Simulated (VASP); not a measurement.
Write the native input for VASP 6.6.1 that does the following.

```
Task                   : single point
Functional             : r2SCAN
Potentials or basis    : VASP PAW PBE potentials, release 64 (V_sv)
Cutoff                 : 520 eV
k mesh                 : 13 × 13 × 7
Occupations            : fermi-dirac, width 0.1 eV
Spin                   : no spin polarisation
Dipole correction      : no
Further INCAR settings : ALGO = Normal; EDIFF = 1e-06; NBANDS = 20
```

Crystal: V.

```
V
1.0
     2.60110    0.00000    0.00000
    -1.30055    2.25262    0.00000
     0.00000    0.00000    4.66330
V
2
Direct
  0.33333 0.66667 0.25000
  0.66667 0.33333 0.75000
```

This isn't the form of V at room conditions, which is bcc.

These files were run (other wordings do the same):

POSCAR

```
V
1.0
    2.6010989985      0.0000000000      0.0000000000
   -1.3005494993      2.2526178105      0.0000000000
    0.0000000000      0.0000000000      4.6633048767
V
2
Direct
    0.3333333333      0.6666666667      0.2500000000
    0.6666666667      0.3333333333      0.7500000000
```

INCAR.step1

```
SYSTEM = V
PREC = Accurate
ENCUT = 520
ISMEAR = -1
SIGMA = 0.1
LREAL = .False.
LASPH = .True.
NELM = 60
NBANDS = 20
GGA = PE
ALGO = Normal
EDIFF = 1E-4
LWAVE = .True.
LCHARG = .False.
```

INCAR.step2

```
SYSTEM = V
PREC = Accurate
ENCUT = 520
EDIFF = 1E-6
ISMEAR = -1
SIGMA = 0.1
LREAL = .False.
LASPH = .True.
NELM = 60
ALGO = Normal
ISIF = 2
LWAVE = .False.
LCHARG = .False.
METAGGA = R2SCAN
LMIXTAU = .True.
NBANDS = 20
ISTART = 1
```

KPOINTS

```
regular mesh
0
Gamma
  13 13 7
  0 0 0
```

Potentials or basis: VASP PAW PBE potentials, release 64 (V_sv).

Run with:

```bash
$ cat potpaw_PBE.64/V_sv/POTCAR > POTCAR
$ cp INCAR.step1 INCAR
$ mpirun -np 1 vasp_std > vasp.out
$ cp INCAR.step2 INCAR
$ mpirun -np 1 vasp_std > vasp.out
```

It gave:

| Property | Result |
| --- | --- |
| Pressure | 0.6 GPa |
| Band gap on the k mesh | zero (bands 13 and 14 overlap by 1.73 eV) |

Caveat: the PAW data sets were made with another functional, which shifts forces and pressure a little.

Wall time 4.6 min on 1 thread of Intel Xeon 8259CL, on a shared host, peak memory 0.17 GiB.
